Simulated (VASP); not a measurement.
# TaBiO: single point with PBE

TaBiO:

```
Ta Bi O
1.0
     3.34512    0.00000    0.00000
     0.00000    3.34512    0.00000
     0.00000    0.00000    8.50259
Ta Bi O
2 2 2
Direct
  0.00000 0.50000 0.66477
  0.50000 0.00000 0.33523
  0.50000 0.00000 0.90263
  0.00000 0.50000 0.09737
  0.00000 0.50000 0.37641
  0.50000 0.00000 0.62359
```

The cell was generated, and may not be a known phase.

* Program: VASP 6.6.1
* Task: single point
* Functional: PBE
* Potentials or basis: VASP PAW PBE potentials, release 64 (Ta_pv, Bi_d, O)
* Cutoff: 520 eV
* k mesh: 6 × 6 × 2
* Occupations: gaussian, width 0.1 eV
* Spin: no spin polarisation
* Dipole correction: no
* Further INCAR settings: ALGO = Normal; EDIFF = 1e-06; NBANDS = 41

| Quantity | Value |
| --- | --- |
| Pressure | 13.9 GPa |
| Largest force | 3.612 eV/Å |
| Band gap on the k mesh | zero (bands 32 and 33 overlap by 0.82 eV) |

Forces in eV/Å, atoms in the order of the input:
```
Ta   0.000  0.000 -1.000
Ta   0.000  0.000  1.000
Bi   0.000  0.000 -2.924
Bi   0.000  0.000  2.924
O    0.000  0.000  3.612
O    0.000  0.000 -3.612
```

Stress tensor (GPa, compression positive):
```
 6.88  0.00  0.00
 0.00  6.88  0.00
 0.00  0.00 27.92
```

Levels at points of the mesh, in eV from the Fermi level:
```
           k point  band 29  band 30  band 31  band 32  band 33  band 34  band 35  band 36
(0.00, 0.00, 0.00)    -2.67    -1.86    -1.86    -0.17     0.10     0.19     0.29     0.29
(0.50, 0.00, 0.00)    -0.66    -0.66     0.49     0.49     0.69     0.69     0.94     0.94
(0.50, 0.50, 0.00)    -2.88    -2.88    -0.70    -0.70    -0.29    -0.29     0.65     0.65
(0.00, 0.00, 0.50)    -1.58    -1.58    -1.34    -1.07    -0.33    -0.33    -0.01     0.45
(0.50, 0.00, 0.50)    -0.06    -0.06     0.43     0.43     0.54     0.54     2.00     2.00
(0.50, 0.50, 0.50)    -3.51    -3.51    -1.57    -1.57     0.34     0.34     1.50     1.50
```

Run time: 38 s on 1 thread of Intel(R) Xeon(R) 6975P-C (Granite Rapids), on a shared host, peak memory 0.25 GiB.

Caveat: the k points lie up to 0.37 Å⁻¹ apart, too coarse for converged energies and pressures of a metal; spin-orbit coupling is left out, which moves the levels of the heavy elements; forces of over 1 eV/Å act on the atoms, so gaps and moduli don't describe the material at rest.
